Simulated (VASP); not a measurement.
# SrBr (P6_3mc) in VASP: a series of runs

The runs below take SrBr through single point, with PBE.

Everything below comes from runs of VASP 6.6.1. Logs are shortened: lines on timing, memory, paths and dates and some standing lists are left out, and cuts for length are marked.

## (1) The cell of the first run

It takes space group P6_3mc (No. 186, hexagonal). The conventional cell has a = 4.301 Å, b = 4.301 Å, c = 9.281 Å, α = 90.00°, β = 90.00°, γ = 120.00°. Sr (site symmetry 3m) has 4 Br at 2.90 to 3.03 Å within 3.8 Å. Within 3.8 Å of Br (site symmetry 3m) lie 4 Sr at 2.90 to 3.03 Å.

## (2) Single point, PBE (Ca replaced by Sr, lengths x 1.039, strained)

INCAR reads:

```
ALGO = Normal
EDIFF = 1E-6
ENCUT = 520
GGA = PE
ISIF = 2
ISMEAR = 0
LASPH = T
LCHARG = F
LREAL = F
LWAVE = F
NBANDS = 25
NELM = 100
PREC = Accurate
SIGMA = 0.1
```

KPOINTS reads:

```
k-points
0
Gamma
  6 6 2
```

POSCAR reads:

```
SrBr
1.0
    4.3008655402      0.0000000000      0.0000000000
   -2.1504327700      3.7246588160      0.0000000000
    0.0000000000      0.0000000000      9.2813418515
Sr Br
2 2
Direct
    0.3333333300      0.6666666700      0.3436136966
    0.6666666700      0.3333333300      0.8436136966
    0.3333333300      0.6666666700      0.0313863034
    0.6666666700      0.3333333300      0.5313863034
```

Potentials or basis: VASP PAW PBE potentials, release 64 (Sr_sv, Br).

The run is started by

```
$ cat potpaw_PBE.64/Sr_sv/POTCAR potpaw_PBE.64/Br/POTCAR > POTCAR
$ mpirun -np 1 vasp_std > vasp.out
```

OUTCAR:

```text
EDIFF = 1E-6
   ENCUT = 520
   GGA = PE
   ISIF = 2
   ISMEAR = 0
   LASPH = T
   LREAL = F
   NELM = 100
   PREC = Accurate

 ion  position               nearest neighbor table
   1  0.333  0.667  0.344-   3 2.90   4 3.03   4 3.03   4 3.03
   2  0.667  0.333  0.844-   4 2.90   3 3.03   3 3.03   3 3.03
   3  0.333  0.667  0.031-   1 2.90   2 3.03   2 3.03   2 3.03
   4  0.667  0.333  0.531-   2 2.90   1 3.03   1 3.03   1 3.03

  LATTYP: Found a hexagonal cell.
 ALAT       =     4.3008655402
 C/A-ratio  =     2.1580172095

  Lattice vectors:

 A1 = (   4.3008655402,   0.0000000000,   0.0000000000)
 A2 = (  -2.1504327700,   3.7246588160,   0.0000000000)
 A3 = (   0.0000000000,   0.0000000000,   9.2813418515)

Analysis of symmetry for initial positions (statically):
=====================================================================
 Subroutine PRICEL returns:
 Original cell was already a primitive cell.

 Routine SETGRP: Setting up the symmetry group for a
 hexagonal supercell.

 Subroutine GETGRP returns: Found 12 space group operations
 (whereof  6 operations were pure point group operations)
 out of a pool of 24 trial point group operations.

The static configuration has the point symmetry C_3v.
 The point group associated with its full space group is C_6v.

Analysis of symmetry for dynamics (positions and initial velocities):
=====================================================================
 Subroutine PRICEL returns:
 Original cell was already a primitive cell.

 Routine SETGRP: Setting up the symmetry group for a
 hexagonal supercell.

 Subroutine GETGRP returns: Found 12 space group operations
 (whereof  6 operations were pure point group operations)
 out of a pool of 24 trial point group operations.

The dynamic configuration has the point symmetry C_3v.
 The point group associated with its full space group is C_6v.

 Subroutine INISYM returns: Found 12 space group operations
 (whereof  6 operations are pure point group operations),
 and found     1 'primitive' translations

----------------------------------------------------------------------------------------

                                     Primitive cell
[... 78 lines left out ...]
   ISPIN  =      1    spin polarized calculation?
   LNONCOLLINEAR =      F non collinear calculations
   LSORBIT =      F    spin-orbit coupling
   LASPH  =      T    aspherical Exc in radial PAW
   ENCUT  =  520.0 eV  38.22 Ry    6.18 a.u.   8.00  8.00 17.26*2*pi/ulx,y,z
   NELM   =    100;   NELMIN=  2; NELMDL= -5     # of ELM steps
   EDIFF  = 0.1E-05   stopping-criterion for ELM
   LREAL  =      F    real-space projection
   EDIFFG = 0.1E-04   stopping-criterion for IOM
   NSW    =      0    number of steps for IOM
   IBRION =     -1    ionic relax: 0-MD 1-quasi-New 2-CG
   NFREE  =      0    steps in history (QN), initial steepest desc. (CG)
   ISIF   =      2    stress and relaxation
   ISYM   =      2    0-nonsym 1-usesym 2-fastsym
   POTIM  = 0.5000    time-step for ionic-motion
   TEBEG  =    0.0;   TEEND  =   0.0 temperature during run
   PSTRESS=    0.0 pullay stress
   NELECT =      34.0000    total number of electrons
   NUPDOWN=      -1.0000    fix difference up-down
   EMIN   =  10.00;   EMAX   =-10.00  energy-range for DOS
   EFERMI =   0.00;   METHOD = LEGACY
   ISMEAR =     0;   SIGMA  =   0.10  broadening in eV -4-tet -1-fermi 0-gaus
   EFERMI_NEDOS =   21; number of points for ismear=-14 and -15
   IALGO  =     38    algorithm
   IMIX   =      4    mixing-type and parameters
     AMIX     =   0.40;   BMIX     =  1.00
     AMIX_MAG =   1.60;   BMIX_MAG =  1.00
  volume/ion in A,a.u.               =      37.17       250.84
  Fermi-wavevector in a.u.,A,eV,Ry     =   1.001114  1.891831 13.636150  1.002229
  Thomas-Fermi vector in A             =   2.133515
   LORBIT       =      0    0 simple, 1 ext, 2 COOP (PROOUT), +10 PAW based schemes
   GGA     = PE    functional components
   LHFCALC =     F    Hartree Fock is set to
   AEXX    =    0.0000 exact exchange contribution
   IVDW    =     0    specifies the selected vdW correction
   LEPSILON=     F    determine dielectric tensor
   LRPA    =     F    only Hartree local field effects (RPA)
 non-spin polarized calculation
 Gauss-broadening in eV      SIGMA  =   0.10
  energy-cutoff  :      520.00
  volume of cell :      148.68
 maximum number of plane-waves:      4026
 NGX is ok and might be reduce to    32
   NGX = 15   NGY = 15   NGZ = 35

 number of electron      34.0000001 magnetization

 Free energy of the ion-electron system (eV)
  ---------------------------------------------------
  ext. energy  EPLUGINS =         0.00000000
  ---------------------------------------------------
  free energy    TOTEN  =       -11.54316688 eV

  energy without entropy =      -11.52183788  energy(sigma->0) =      -11.53250238

 E-fermi :   3.3916     XC(G=0):  -8.0027

 val. band max:        3.3470429928   @ k =   0.3333   0.0000   0.5000
 cond. band min:       3.4574205522   @ k =   0.5000   0.0000   0.5000
 fundamental gap:      0.1103775594
 Fermi energy:         3.3916087981

 k-point     1 :       0.0000    0.0000    0.0000
  band No.  band energies     occupation
      1     -33.4487      2.00000
      2     -33.4468      2.00000
      3     -15.9495      2.00000
      4     -15.5422      2.00000
      5     -15.4274      2.00000
      6     -15.4274      2.00000
[... 381 lines left out ...]
     24       6.4411      0.00000
     25       7.4468      0.00000

------------------------ aborting loop because EDIFF is reached ----------------------------------------

  FORCE on cell =-STRESS in cart. coord.  units (eV):
  Direction    XX          YY          ZZ          XY          YZ          ZX
  --------------------------------------------------------------------------------------
  -------------------------------------------------------------------------------------
  Total        2.6161992      2.6161992      6.3638266      0.0000000      0.0000000      0.0000000
  in kB       28.1921537     28.1921537     68.5765748      0.0000000      0.0000000      0.0000000
  external PRESSURE =      41.6536274 kB  Pullay stress =       0.0000000 kB

 VOLUME and BASIS-vectors are now :
 -----------------------------------------------------------------------------
  energy-cutoff  :      520.00
  volume of cell :      148.68
      direct lattice vectors                 reciprocal lattice vectors
     4.300865540  0.000000000  0.000000000     0.232511338  0.134240483  0.000000000
    -2.150432770  3.724658816  0.000000000     0.000000000  0.268480967  0.000000000
     0.000000000  0.000000000  9.281341852     0.000000000  0.000000000  0.107743041

 POSITION                                       TOTAL-FORCE (eV/Angst)
 -----------------------------------------------------------------------------------
     -0.00000      2.48311      3.18920         0.000000      0.000000     -0.291759
      2.15043      1.24155      7.82987        -0.000000     -0.000000     -0.291759
     -0.00000      2.48311      0.29131        -0.000000     -0.000000      0.291759
      2.15043      1.24155      4.93198         0.000000     -0.000000      0.291759
 -----------------------------------------------------------------------------------
    total drift:                                0.000004     -0.000002     -0.000402

  FREE ENERGIE OF THE ION-ELECTRON SYSTEM (eV)
  ---------------------------------------------------
  free  energy   TOTEN  =       -11.5431668788 eV

  energy  without entropy=      -11.5218378788  energy(sigma->0) =      -11.53250238
```

OSZICAR:

```text
N       E                     dE             d eps       ncg     rms          rms(c)
DAV:   1     0.222864575185E+03    0.22286E+03   -0.15290E+04   700   0.117E+03
DAV:   2     0.958954425949E+01   -0.21328E+03   -0.20548E+03   827   0.259E+02
DAV:   3    -0.108713063086E+02   -0.20461E+02   -0.20222E+02  1143   0.683E+01
DAV:   4    -0.116462439656E+02   -0.77494E+00   -0.77268E+00  1031   0.122E+01
DAV:   5    -0.116686847220E+02   -0.22441E-01   -0.22438E-01  1016   0.161E+00    0.210E+01
DAV:   6    -0.115453719140E+02    0.12331E+00   -0.24837E-01   928   0.247E+00    0.121E+01
DAV:   7    -0.115434572177E+02    0.19147E-02   -0.25184E-01   863   0.278E+00    0.962E-01
DAV:   8    -0.115425018687E+02    0.95535E-03   -0.27129E-02   982   0.705E-01    0.232E-01
DAV:   9    -0.115429618524E+02   -0.45998E-03   -0.13631E-03  1016   0.198E-01    0.754E-02
DAV:  10    -0.115431058389E+02   -0.14399E-03   -0.11759E-04  1047   0.530E-02    0.291E-02
DAV:  11    -0.115431618203E+02   -0.55981E-04   -0.52133E-05   868   0.370E-02    0.135E-02
DAV:  12    -0.115431663888E+02   -0.45685E-05   -0.62621E-06   816   0.133E-02    0.452E-03
DAV:  13    -0.115431668788E+02   -0.49007E-06   -0.99145E-07   652   0.516E-03
   1 F= -.11543167E+02 E0= -.11532502E+02  d E =-.213290E-01
```

Wall time 30 s (1 thread of Intel Xeon Platinum 8488C (Sapphire Rapids), shared host); peak memory 0.27 GiB.

What came out:

* Free energy: -11.5432 eV
* Pressure: 4.2 GPa
* Largest force: 0.292 eV/Å
* Band gap on the k mesh: zero (bands 17 and 18 overlap by 1.37 eV)

Forces in eV/Å, atoms in the order of the input:
```
Sr   0.000  0.000 -0.292
Sr   0.000  0.000 -0.292
Br   0.000  0.000  0.292
Br   0.000  0.000  0.292
```

Levels at points of the mesh, in eV from the Fermi level:
```
           k point  band 14  band 15  band 16  band 17  band 18  band 19  band 20  band 21
(0.00, 0.00, 0.00)    -5.07    -4.91    -4.91    -1.61    -0.14     1.60     1.86     1.86
(0.50, 0.00, 0.00)    -5.57    -5.29    -5.07    -0.12     0.13     1.08     1.23     2.04
(0.00, 0.00, 0.50)    -4.99    -4.99    -4.99    -0.81    -0.81     1.83     1.83     2.14
(0.50, 0.00, 0.50)    -5.62    -5.18    -5.18     0.07     0.07     1.13     1.13     2.62
```

Caveat: the cell differs from its parent crystal (Ca replaced by Sr, lengths x 1.039, strained); the cell stands under pressure.

(Continued in part 2 of 2.)
